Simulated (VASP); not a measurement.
Input of a VASP 6.6.1 run:

File INCAR:

```
ALGO = Normal
EDIFF = 1E-6
ENCUT = 500
GGA = PE
GGA_COMPAT = False
ISIF = 2
ISMEAR = 0
LASPH = True
LCHARG = False
LREAL = False
LWAVE = False
NBANDS = 26
NELM = 120
PREC = Accurate
SIGMA = 0.01
```

KPOINTS

```
k-points
0
Gamma
  1 1 1
```

The input POSCAR:

```
Si
1.0
    5.4310000000      0.0000000000      0.0000000000
    0.0000000000      5.4310000000      0.0000000000
    0.0000000000      0.0000000000      5.4310000000
Si
8
Direct
    0.0098960000     -0.0001340000     -0.0000400000
   -0.0001370000      0.4899630000      0.4998470000
    0.5000110000      0.0000270000      0.5149400000
    0.5001240000      0.4998130000      0.0001900000
    0.2499740000      0.2598660000      0.2499540000
    0.2499690000      0.7498030000      0.7400810000
    0.7600560000      0.2500370000      0.7500550000
    0.7501620000      0.7499930000      0.2500200000
```

Potentials or basis: VASP PAW PBE potentials, release 64 (Si).

Run with:

```bash
$ cat potpaw_PBE.64/Si/POTCAR > POTCAR
$ mpirun -np 1 vasp_gam > vasp.out
```

(1) Predict the largest force.

(2) Estimate the pressure.

(3) What does it give for the band gap on the k mesh?

## Answers

(1) 1.176 eV/Å.

(2) 10.8 GPa.

(3) 0.27 eV.

Caveat: the k points lie up to 1.16 Å⁻¹ apart; forces of over 1 eV/Å act on the atoms, so gaps and moduli don't describe the material at rest.
